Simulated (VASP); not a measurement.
# Al2H2Cl (P3m1) in VASP: notebook

Runs on Al2H2Cl. Level: PBE+D3(BJ). Tasks: single point, relaxation of cell and atoms.

Everything below comes from runs of VASP 6.6.1. Logs are shortened: lines on timing, memory, paths and dates and some standing lists are left out, and cuts for length are marked.

### 1 The cell of the first run

The structure is trigonal, space group P3m1 (No. 156). The conventional cell has a = 3.238 Å, b = 3.238 Å, c = 8.099 Å, α = 90.00°, β = 90.00°, γ = 120.00°. Al (site symmetry 3m) has 3 Cl at 2.47 Å and 7 Al at 2.53 to 3.24 Å and 3 H at 3.09 Å within 3.3 Å. Within 2.1 Å of Al (site symmetry 3m) lie 4 H at 1.60 to 1.87 Å. Within 2.1 Å of H (site symmetry 3m) lie 1 Al at 1.60 Å. Within 2.5 Å of H (site symmetry 3m) lie 3 Al at 1.87 Å. Cl (site symmetry 3m) has 3 Al at 2.47 Å and 3 H at 3.01 Å and 6 Cl at 3.24 Å within 3.3 Å.

### 2 Single point, PBE+D3(BJ)

The input, INCAR:

```
PREC     = Accurate       # precision mode
ENCUT    = 520            # plane-wave cutoff, eV
EDIFF    = 1E-6           # SCF threshold, eV
ISMEAR   = 0              # smearing method
SIGMA    = 0.1            # smearing width, eV
LREAL    = False          # projectors in reciprocal space
LASPH    = True           # aspherical terms in the spheres
NELM     = 100            # most SCF steps
ALGO     = Normal         # electronic algorithm
ISIF     = 2              # what is computed and relaxed
LWAVE    = False          # write WAVECAR
LCHARG   = False          # write CHGCAR
GGA      = PE             # functional
IVDW     = 12             # dispersion correction
NBANDS   = 16             # bands
```

The input, KPOINTS:

```
Automatic mesh
0
Gamma
  6 6 2
```

The input, POSCAR:

```
Al2H2Cl
1.0
    3.2384523721      0.0000000029      0.0000000000
   -1.6192261886      2.8045820217      0.0000000000
    0.0000000000      0.0000000000      8.0993323405
Al H Cl
2 2 1
Direct
    0.0000000000      0.0000000000      0.4388343523
    0.0000000000      0.0000000000      0.7513158427
    0.0000000000      0.0000000000     -0.0516749509
    0.3333333333      0.6666666667      0.7421157799
    0.3333333333      0.6666666667      0.2392244059
```

Potentials or basis: VASP PAW PBE potentials, release 64 (Al, H, Cl).

Command:

```console
$ cat potpaw_PBE.64/Al/POTCAR potpaw_PBE.64/H/POTCAR potpaw_PBE.64/Cl/POTCAR > POTCAR
$ mpirun -np 1 vasp_std > vasp.out
```

OUTCAR:

```text
PREC = Accurate
   ENCUT = 520
   EDIFF = 1E-6
   ISMEAR = 0
   LREAL = False
   LASPH = True
   NELM = 100
   ISIF = 2
   GGA = PE
   IVDW = 12
 IVDW          = 12

 ion  position               nearest neighbor table
   1  0.000  0.000  0.439-   5 2.47   5 2.47   5 2.47   2 2.53
   2  0.000  0.000  0.751-   3 1.60   4 1.87   4 1.87   4 1.87   1 2.53
   3  0.000  0.000  0.948-   2 1.60
   4  0.333  0.667  0.742-   2 1.87   2 1.87   2 1.87
   5  0.333  0.667  0.239-   1 2.47   1 2.47   1 2.47

  LATTYP: Found a hexagonal cell.
 ALAT       =     3.2384523721
 C/A-ratio  =     2.5009885618

  Lattice vectors:

 A1 = (   3.2384523721,   0.0000000029,   0.0000000000)
 A2 = (  -1.6192261886,   2.8045820217,   0.0000000000)
 A3 = (   0.0000000000,   0.0000000000,   8.0993323405)

Analysis of symmetry for initial positions (statically):
=====================================================================
 Subroutine PRICEL returns:
 Original cell was already a primitive cell.

 Routine SETGRP: Setting up the symmetry group for a
 hexagonal supercell.

 Subroutine GETGRP returns: Found  6 space group operations
 (whereof  6 operations were pure point group operations)
 out of a pool of 24 trial point group operations.

The static configuration has the point symmetry C_3v.

Analysis of symmetry for dynamics (positions and initial velocities):
=====================================================================
 Subroutine PRICEL returns:
 Original cell was already a primitive cell.

 Routine SETGRP: Setting up the symmetry group for a
 hexagonal supercell.

 Subroutine GETGRP returns: Found  6 space group operations
 (whereof  6 operations were pure point group operations)
 out of a pool of 24 trial point group operations.

The dynamic configuration has the point symmetry C_3v.

 Subroutine INISYM returns: Found  6 space group operations
 (whereof  6 operations are pure point group operations),
 and found     1 'primitive' translations

----------------------------------------------------------------------------------------

                                     Primitive cell

  volume of cell :      73.5622

  direct lattice vectors                    reciprocal lattice vectors
     3.238452372  0.000000003  0.000000000     0.308789472  0.178279685  0.000000000
    -1.619226189  2.804582022  0.000000000    -0.000000000  0.356559370  0.000000000
     0.000000000  0.000000000  8.099332341     0.000000000  0.000000000  0.123466967

  length of vectors
     3.238452372  3.238452372  8.099332341     0.356559370  0.356559370  0.123466967

  position of ions in fractional coordinates (direct lattice)
     0.000000000  0.000000000  0.438834352
     0.000000000  0.000000000  0.751315843
     0.000000000  0.000000000  0.948325049
     0.333333333  0.666666667  0.742115780
     0.333333333  0.666666667  0.239224406

  ion indices of the primitive-cell ions
   primitive index   ion index
                 1           1
                 2           2
                 3           3
                 4           4
                 5           5

----------------------------------------------------------------------------------------

 KPOINTS: Automatic mesh

Automatic generation of k-mesh.
 Grid dimensions read from file:
 generate k-points for:    6    6    2

 Generating k-lattice:

  Cartesian coordinates                     Fractional coordinates (reciprocal lattice)
     0.051464912  0.029713281  0.000000000     0.166666667  0.000000000  0.000000000
    -0.000000000  0.059426562  0.000000000     0.000000000  0.166666667  0.000000000
     0.000000000  0.000000000  0.061733484     0.000000000  0.000000000  0.500000000

  Length of vectors
     0.059426562  0.059426562  0.061733484

  Shift w.r.t. Gamma in fractional coordinates (k-lattice)
     0.000000000  0.000000000  0.000000000

 Subroutine IBZKPT returns following result:
 ===========================================

 Found     14 irreducible k-points:

 Following reciprocal coordinates:
            Coordinates               Weight
  0.000000  0.000000  0.000000      1.000000
  0.166667  0.000000  0.000000      6.000000
  0.333333  0.000000  0.000000      6.000000
  0.500000  0.000000  0.000000      3.000000
  0.166667  0.166667  0.000000      6.000000
  0.333333  0.166667  0.000000     12.000000
  0.333333  0.333333  0.000000      2.000000
  0.000000  0.000000  0.500000      1.000000
  0.166667  0.000000  0.500000      6.000000
  0.333333  0.000000  0.500000      6.000000
  0.500000  0.000000  0.500000      3.000000
  0.166667  0.166667  0.500000      6.000000
  0.333333  0.166667  0.500000     12.000000
  0.333333  0.333333  0.500000      2.000000
   k-points           NKPTS =     14   k-points in BZ     NKDIM =     14   number of bands    NBANDS=     16
   number of dos      NEDOS =    301   number of ions     NIONS =      5
   total plane-waves  NPLWV =  34560
   dimension x,y,z NGX =    24 NGY =   24 NGZ =   60
[... 27 lines left out ...]
   EMIN   =  10.00;   EMAX   =-10.00  energy-range for DOS
   EFERMI =   0.00;   METHOD = LEGACY
   ISMEAR =     0;   SIGMA  =   0.10  broadening in eV -4-tet -1-fermi 0-gaus
   EFERMI_NEDOS =   21; number of points for ismear=-14 and -15
   IALGO  =     38    algorithm
   IMIX   =      4    mixing-type and parameters
     AMIX     =   0.40;   BMIX     =  1.00
     AMIX_MAG =   1.60;   BMIX_MAG =  1.00
  volume/ion in A,a.u.               =      14.71        99.28
  Fermi-wavevector in a.u.,A,eV,Ry     =   0.963578  1.820899 12.632777  0.928483
  Thomas-Fermi vector in A             =   2.093136
   LORBIT       =      0    0 simple, 1 ext, 2 COOP (PROOUT), +10 PAW based schemes
   GGA     = PE    functional components
   LHFCALC =     F    Hartree Fock is set to
   AEXX    =    0.0000 exact exchange contribution
   IVDW    =    12    specifies the selected vdW correction
   LEPSILON=     F    determine dielectric tensor
   LRPA    =     F    only Hartree local field effects (RPA)
 non-spin polarized calculation
 Gauss-broadening in eV      SIGMA  =   0.10
  energy-cutoff  :      520.00
  volume of cell :       73.56
 maximum number of plane-waves:      2016
   NGX = 13   NGY = 13   NGZ = 31

 number of electron      14.9999997 magnetization

 Free energy of the ion-electron system (eV)
  ---------------------------------------------------
  ext. energy  EPLUGINS =         0.00000000
  ---------------------------------------------------
  free energy    TOTEN  =       -15.91999958 eV

  energy without entropy =      -15.91566484  energy(sigma->0) =      -15.91783221

 E-fermi :   4.6357     XC(G=0):  -8.9302

 val. band max:        4.4243305298   @ k =   0.5000   0.0000   0.0000
 cond. band min:       4.6659844233   @ k =   0.3333   0.0000   0.0000
 fundamental gap:      0.2416538935
 Fermi energy:         4.6357352324

 k-point     1 :       0.0000    0.0000    0.0000
  band No.  band energies     occupation
      1     -13.8056      2.00000
      2      -5.3886      2.00000
      3      -3.7237      2.00000
      4       0.4698      2.00000
      5       0.6719      2.00000
      6       0.6719      2.00000
[... 8 lines left out ...]
     15      13.6575      0.00000
     16      13.7567      0.00000

 k-point     2 :       0.1667    0.0000    0.0000
  band No.  band energies     occupation
      1     -13.5698      2.00000
      2      -4.9247      2.00000
      3      -3.3854      2.00000
      4      -0.6862      2.00000
      5       0.3951      2.00000
      6       0.7285      2.00000
[... 8 lines left out ...]
     15      12.3211      0.00000
     16      13.3795      0.00000

 k-point     3 :       0.3333    0.0000    0.0000
  band No.  band energies     occupation
      1     -13.0284      2.00000
      2      -3.7054      2.00000
      3      -2.9660      2.00000
      4      -2.0800      2.00000
      5      -0.0879      2.00000
      6       1.2458      2.00000
[... 8 lines left out ...]
     15      11.5564      0.00000
     16      14.1542      0.00000
[... 172 lines left out ...]
 k-point    13 :       0.3333    0.1667    0.5000
  band No.  band energies     occupation
      1     -12.7178      2.00000
      2      -3.4848      2.00000
      3      -2.4627      2.00000
      4      -1.4361      2.00000
      5      -1.1345      2.00000
      6       0.7096      2.00000
[... 8 lines left out ...]
     15      12.3284      0.00000
     16      13.1471      0.00000

 k-point    14 :       0.3333    0.3333    0.5000
  band No.  band energies     occupation
      1     -12.5545      2.00000
      2      -3.0833      2.00000
      3      -2.4419      2.00000
      4      -1.6045      2.00000
      5      -0.9937      2.00000
      6       0.2412      2.00000
[... 8 lines left out ...]
     15      13.2846      0.00000
     16      13.6092      0.00000

------------------------ aborting loop because EDIFF is reached ----------------------------------------

 Edisp (eV)   -0.82933

 E8    (eV) :    -0.3197

  FORCE on cell =-STRESS in cart. coord.  units (eV):
  Direction    XX          YY          ZZ          XY          YZ          ZX
  --------------------------------------------------------------------------------------
  -------------------------------------------------------------------------------------
  Total      -0.06847    -0.06847    -0.00147     0.00000    -0.00000    -0.00000
  in kB      -1.49131    -1.49131    -0.03210     0.00000    -0.00000    -0.00000
  external pressure =       -1.00 kB  Pullay stress =        0.00 kB

 VOLUME and BASIS-vectors are now :
 -----------------------------------------------------------------------------
  energy-cutoff  :      520.00
  volume of cell :       73.56
      direct lattice vectors                 reciprocal lattice vectors
     3.238452372  0.000000003  0.000000000     0.308789472  0.178279685  0.000000000
    -1.619226189  2.804582022  0.000000000    -0.000000000  0.356559370  0.000000000
     0.000000000  0.000000000  8.099332341     0.000000000  0.000000000  0.123466967

 POSITION                                       TOTAL-FORCE (eV/Angst)
 -----------------------------------------------------------------------------------
      0.00000      0.00000      3.55427        -0.000000     -0.000000      0.022606
      0.00000      0.00000      6.08516         0.000000      0.000000     -0.011845
      0.00000      0.00000      7.68080        -0.000000      0.000000      0.003579
     -0.00000      1.86972      6.01064        -0.000000      0.000000     -0.007356
     -0.00000      1.86972      1.93756        -0.000000      0.000000     -0.006984
 -----------------------------------------------------------------------------------
    total drift:                               -0.000000      0.000000      0.000009

  FREE ENERGIE OF THE ION-ELECTRON SYSTEM (eV)
  ---------------------------------------------------
  free  energy   TOTEN  =       -16.7493288029 eV

  energy  without entropy=      -16.7449940597  energy(sigma->0) =      -16.74716143
```

It took 12 s on 1 thread of AMD EPYC 9R45 (Zen 5), shared host; peak memory 0.16 GiB.

What came out:

| Property | Result |
| --- | --- |
| Free energy | -16.7493 eV |
| Pressure | -0.1 GPa |
| Largest force | 0.023 eV/Å |
| Dispersion energy per atom | -0.166 eV |

Forces in eV/Å, atoms in the order of the input:
```
Al   0.000  0.000  0.023
Al   0.000  0.000 -0.012
H    0.000  0.000  0.004
H    0.000  0.000 -0.007
Cl   0.000  0.000 -0.007
```

Levels at points of the mesh, in eV from the Fermi level:
| k point | band 3 | band 4 | band 5 | band 6 | band 7 | band 8 | band 9 | band 10 | band 11 | band 12 |
| --- | --- | --- | --- | --- | --- | --- | --- | --- | --- | --- |
| (0.00, 0.00, 0.00) | -8.36 | -4.17 | -3.96 | -3.96 | -2.82 | 2.55 | 4.64 | 6.30 | 6.30 | 6.97 |
| (0.50, 0.00, 0.00) | -6.76 | -6.22 | -4.94 | -4.49 | -3.06 | -0.21 | 0.72 | 3.01 | 3.71 | 4.00 |
| (0.00, 0.00, 0.50) | -7.94 | -5.26 | -3.96 | -3.96 | -1.58 | 1.91 | 4.71 | 6.32 | 6.32 | 7.01 |
| (0.50, 0.00, 0.50) | -6.91 | -6.00 | -4.94 | -4.67 | -2.76 | -0.35 | 0.38 | 2.88 | 3.44 | 3.94 |

Caveat: the k points lie up to 0.39 Å⁻¹ apart; an odd number of electrons without spin polarisation forces a metal; a magnetic or distorted state may lie lower; pairwise dispersion overbinds metals, which lowers pressure and volume.

### 3 Relaxation of cell and atoms, PBE+D3(BJ)

This run uses another cell than the first one, of 13.26 Å³/atom, 0.901 times its volume.

The input, INCAR:

```
ALGO = Normal
EDIFF = 1E-6
EDIFFG = -0.04
ENCUT = 600
GGA = PE
IBRION = 2
ISIF = 3
ISMEAR = 0
IVDW = 12
LASPH = T
LCHARG = F
LREAL = F
LWAVE = F
NELM = 100
NSW = 90
PREC = Accurate
SIGMA = 0.1
```

The input, KPOINTS:

```
k-points
0
Gamma
  6 6 2
```

The input, POSCAR:

```
Al2H2Cl
1.0
    3.1858691100      0.0000000000      0.0000000000
   -1.5929345600      2.7590435800      0.0000000000
    0.0000000000      0.0000000000      7.5424824300
Al H Cl
2 2 1
Direct
    0.0000000000      0.0000000000      0.4795394300
    0.0000000000      0.0000000000      0.7299297700
    0.0000000000      0.0000000000      0.0000000000
    0.3333333300      0.6666666700      0.6138831000
    0.3333333300      0.6666666700      0.2964631300
```

Potentials or basis: VASP PAW PBE potentials, release 64 (Al, H, Cl).

Command:

```console
$ cat potpaw_PBE.64/Al/POTCAR potpaw_PBE.64/H/POTCAR potpaw_PBE.64/Cl/POTCAR > POTCAR
$ mpirun -np 1 vasp_std > vasp.out
```

It took 4.4 min on 1 thread of AMD EPYC 9R45 (Zen 5), shared host; peak memory 0.19 GiB.

Results (log left out):

- Free energy: -16.4049 eV
- Relaxed volume: 13.99 Å³/atom
- Relaxed cell: a = 3.008 Å, b = 3.008 Å, c = 8.925 Å, α = 90.00°, β = 90.00°, γ = 120.00°
- Space group after relaxing (to 0.05 Å): P3m1 (No. 156)
- Energy gained by relaxing: 750.7 meV/atom
- Ionic steps: 48
- Pressure after relaxing: 0.1 GPa
- Largest force after relaxing: 0.015 eV/Å
- Dispersion energy per atom: -0.177 eV

Forces in eV/Å, atoms in the order of the input:
```
Al   0.000  0.000  0.011
Al   0.000  0.000 -0.005
H    0.000  0.000 -0.015
H    0.000  0.000 -0.005
Cl   0.000  0.000  0.013
```

Step by step:
```tsv
step	energy change (eV)	largest force (eV/Å)	pressure (GPa)	volume (Å³)
1	0.0000	12.1785	21.21	66.30
3	-2.5647	3.3618	1.26	74.59
5	-3.2581	0.7031	-5.19	77.99
7	-3.4402	0.3512	-2.51	72.52
9	-3.4865	0.1560	-0.18	68.59
11	-3.4879	0.0544	0.15	68.39
13	-3.4884	0.0651	0.07	68.46
15	-3.4891	0.0970	-0.14	68.66
17	-3.4919	0.1611	-0.19	68.77
19	-3.5121	0.4127	-0.19	69.22
21	-3.5866	2.4102	1.82	70.97
23	-3.6217	1.7270	0.82	70.52
25	-3.6221	1.6560	0.73	70.48
27	-3.6223	1.6686	0.75	70.49
29	-3.6229	1.7194	0.81	70.53
31	-3.6236	1.7834	0.90	70.59
33	-3.6281	1.7514	0.86	70.62
35	-3.6454	1.6251	0.74	70.71
37	-3.6980	1.1544	0.31	71.09
39	-3.7287	0.5132	-0.18	71.67
41	-3.7372	0.3902	-0.23	71.49
43	-3.7442	0.3233	-0.30	71.12
45	-3.7509	0.1527	-0.37	70.55
47	-3.7532	0.0607	-0.03	70.08
48	-3.7533	0.0154	0.12	69.94
```

Final structure:
```
CELL_PARAMETERS angstrom
3.00812 0.00000 0.00000
-1.50406 2.60510 0.00000
0.00000 0.00000 8.92507
ATOMIC_POSITIONS crystal
Al 0.00000 0.00000 0.46409
Al 0.00000 0.00000 0.82214
H 0.00000 0.00000 0.00199
H 0.33333 0.66667 0.55982
Cl 0.33333 0.66667 0.27178
```

Levels at points of the mesh, in eV from the Fermi level:
```
           k point  band 3  band 4  band 5  band 6  band 7  band 8  band 9  band 10  band 11
(0.00, 0.00, 0.00)   -7.61   -4.99   -2.74   -1.85   -1.85    3.30    4.93     7.66     8.90
(0.50, 0.00, 0.00)   -6.77   -3.80   -3.19   -3.06   -2.27   -1.12    1.11     3.74     4.18
(0.00, 0.00, 0.50)   -7.22   -5.81   -1.85   -1.85   -1.78    2.02    5.54     8.08     8.90
(0.50, 0.00, 0.50)   -6.78   -3.57   -3.41   -3.19   -2.01   -1.15    0.68     3.87     4.58
```

Caveat: the k points lie up to 0.40 Å⁻¹ apart in the final cell; an odd number of electrons without spin polarisation forces a metal; a magnetic or distorted state may lie lower; pairwise dispersion overbinds metals, which lowers pressure and volume.

### 4 Single point, PBE+D3(BJ)

This run uses another cell than the first one, of 13.26 Å³/atom, 0.901 times its volume.

The input, INCAR:

```
PREC = Accurate
ENCUT = 520
EDIFF = 1E-6
ISMEAR = 0
SIGMA = 0.1
LREAL = False
LASPH = True
NELM = 60
ALGO = Normal
ISIF = 2
LWAVE = False
LCHARG = False
GGA = PE
IVDW = 12
NBANDS = 16
```

The input, KPOINTS:

```
regular mesh
0
Gamma
  6 6 2
```

POSCAR is that of step 3.

Command:

```console
$ cat potpaw_PBE.64/Al/POTCAR potpaw_PBE.64/H/POTCAR potpaw_PBE.64/Cl/POTCAR > POTCAR
$ mpirun -np 1 vasp_std > vasp.out
```

Run time: 9.9 s. Hardware: 1 thread of AMD EPYC 9R45 (Zen 5), shared host; peak memory 0.15 GiB.

The run converged. Its results:

```
Free energy                : -12.6503 eV
Pressure                   : 21.2 GPa
Largest force              : 12.179 eV/Å
Dispersion energy per atom : -0.197 eV
```

Forces in eV/Å, atoms in the order of the input:
```
Al   0.000  0.000 -9.094
Al   0.000  0.000 12.179
H    0.000  0.000 -1.771
H    0.000  0.000  1.216
Cl   0.000  0.000 -2.530
```

Stress tensor (GPa, compression positive):
```
 6.94  0.00  0.00
 0.00  6.94  0.00
 0.00  0.00 49.58
```

Levels at points of the mesh, in eV from the Fermi level:
```tsv
k point	band 5	band 6	band 7	band 8	band 9	band 10
(0.00, 0.00, 0.00)	-5.74	-4.48	-1.50	1.64	4.30	4.33
(0.50, 0.00, 0.00)	-6.39	-5.61	-3.04	0.33	0.60	2.07
(0.00, 0.00, 0.50)	-5.74	-5.54	0.10	1.14	4.33	4.33
(0.50, 0.00, 0.50)	-6.30	-5.72	-2.71	0.13	0.56	1.07
```

Caveat: the k points lie up to 0.42 Å⁻¹ apart; an odd number of electrons without spin polarisation forces a metal; a magnetic or distorted state may lie lower; pairwise dispersion overbinds metals, which lowers pressure and volume.

### 5 The runs side by side

| task | cell | cutoff (eV) | gap on the mesh (eV) | pressure (GPa) | largest force (eV/Å) |
| --- | --- | --- | --- | --- | --- |
| single point | a = 3.238, b = 3.238, c = 8.099 Å, angles 90.0, 90.0, 120.0°, 5 atoms | 520 | none | -0.1 | 0.02 |
| relaxation of cell and atoms | relaxed from a = 3.186, b = 3.186, c = 7.542 Å, angles 90.0, 90.0, 120.0°, 5 atoms | 600 | none | 0.1 | 0.02 |
| single point | a = 3.186, b = 3.186, c = 7.542 Å, angles 90.0, 90.0, 120.0°, 5 atoms | 520 | none | 21.2 | 12.18 |

Alike in all rows: level PBE+D3(BJ); potentials or basis VASP PAW PBE potentials, release 64 (Al, H, Cl); no spin polarisation; k mesh 6 × 6 × 2; smearing gaussian 0.1 eV.

Caveats: all runs use coarse meshes; an odd number of electrons without spin polarisation forces a metal; a magnetic or distorted state may lie lower; pairwise dispersion overbinds metals, which lowers pressure and volume.

Absolute energies hang on the potentials; compare differences alone.
